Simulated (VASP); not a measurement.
Input of a VASP 6.6.1 run:

INCAR

```
SYSTEM = Sb
ALGO = Normal ; EDIFF = 1E-7
EDIFFG = -0.04 ; ENCUT = 500
GGA = PE ; GGA_COMPAT = .FALSE.
IBRION = 2 ; ISIF = 3
ISMEAR = 0 ; LASPH = .TRUE.
LCHARG = .FALSE. ; LREAL = .FALSE.
LWAVE = .FALSE. ; NELM = 120
NELMIN = 4 ; NSW = 90
PREC = Accurate ; SIGMA = 0.1
```

File KPOINTS:

```
k-points
0
G
  6 6 4
  0 0 0
```

The input POSCAR:

```
Sb
1.0
    3.1558872000      0.0000000000      0.0000000000
    0.0000000000      3.1558872000      0.0000000000
    0.0000000000      0.0000000000      6.3364517300
Sb
2
Direct
    0.0000000000      0.0000000000      0.7990506300
    0.0000000000      0.0000000000      0.2009493700
```

Potentials or basis: VASP PAW PBE potentials, release 64 (Sb).

Command:

```console
$ cat potpaw_PBE.64/Sb/POTCAR > POTCAR
$ mpirun -np 1 vasp_std > vasp.out
```

Task: Predict the band gap on the k mesh.

Result: Zero (band 5 reaches 11.12 eV, above the bottom of band 6 at 4.18 eV).

Task: Predict the relaxed cell.

Result: a = 3.087 Å, b = 3.087 Å, c = 6.395 Å, α = 90.00°, β = 90.00°, γ = 90.00°.

Task: Predict the relaxed volume.

Result: 30.46 Å³/atom.

Task: What does it give for the space group after relaxing (to 0.05 Å)?

Result: P4/mmm (No. 123).

Forces on the atoms (eV/Å):
```
Sb   0.000  0.000 -0.021
Sb   0.000  0.000  0.021
```

Caveat: spin-orbit coupling is left out, which moves the levels of the heavy elements.
